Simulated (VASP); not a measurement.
Write the native input for VASP 6.6.1 that does the following.

```yaml
Task: relaxation of cell and atoms
Functional: PBE
Potentials_or_basis: VASP PAW PBE potentials, release 64 (Be, Sn_d, Cl)
Cutoff: 600 eV
k_mesh: 12 × 12 × 8
Occupations: gaussian, width 0.1 eV
Spin: no spin polarisation
Dipole_correction: no
Further_INCAR_settings: ALGO = Normal; EDIFF = 1e-06; IBRION = 2; EDIFFG = -0.01; NSW = 100; ISIF = 3
```

The structure of Be3SnCl2 lies in POSCAR:

```
Be3SnCl2
1.0
    5.4151588200      0.0000000000      0.0000000000
   -2.7075794100      4.6896651000      0.0000000000
    0.0000000000      0.0000000000      4.4474541400
Be Sn Cl
3 1 2
Direct
    0.0000000000      0.5000000000      0.5000000000
    0.5000000000      0.5000000000      0.5000000000
    0.5000000000      0.0000000000      0.5000000000
    0.0000000000      0.0000000000      0.0000000000
    0.6666666700      0.3333333300      0.0000000000
    0.3333333300      0.6666666700      0.0000000000
```

The input as run:

INCAR

```
PREC     = Accurate       # precision mode
ENCUT    = 600            # plane-wave cutoff, eV
EDIFF    = 1E-6           # SCF threshold, eV
ISMEAR   = 0              # smearing method
SIGMA    = 0.1            # smearing width, eV
LREAL    = False          # projectors in reciprocal space
LASPH    = True           # aspherical terms in the spheres
NELM     = 100            # most SCF steps
ALGO     = Normal         # electronic algorithm
ISIF     = 3              # what is computed and relaxed
LWAVE    = False          # write WAVECAR
LCHARG   = False          # write CHGCAR
GGA      = PE             # functional
IBRION   = 2              # ionic algorithm
NSW      = 100            # ionic steps
EDIFFG   = -0.01          # ionic threshold
```

KPOINTS

```
regular mesh
0
Gamma
  12 12 8
```

Potentials or basis: VASP PAW PBE potentials, release 64 (Be, Sn_d, Cl).

Launch:

```console
$ cat potpaw_PBE.64/Be/POTCAR potpaw_PBE.64/Sn_d/POTCAR potpaw_PBE.64/Cl/POTCAR > POTCAR
$ mpirun -np 1 vasp_std > vasp.out
```

Results of the run:

| Quantity | Value |
| --- | --- |
| Relaxed volume | 19.70 Å³/atom |
| Relaxed cell | a = 4.944 Å, b = 4.944 Å, c = 5.584 Å, α = 90.00°, β = 90.00°, γ = 120.00° |
| Space group after relaxing (to 0.05 Å) | P6/mmm (No. 191) |
| Energy gained by relaxing | 147.6 meV/atom |
| Ionic steps | 15 |
| Pressure after relaxing | 0.0 GPa |
| Band gap on the k mesh | zero (band 17 reaches 5.22 eV, above the bottom of band 18 at 3.97 eV) |

Caveat: spin-orbit coupling is left out, which moves the levels of the heavy elements.

Run time: 18 min on 1 thread of Intel(R) Xeon(R) 6975P-C (Granite Rapids), with other jobs on the host, peak memory 0.51 GiB.
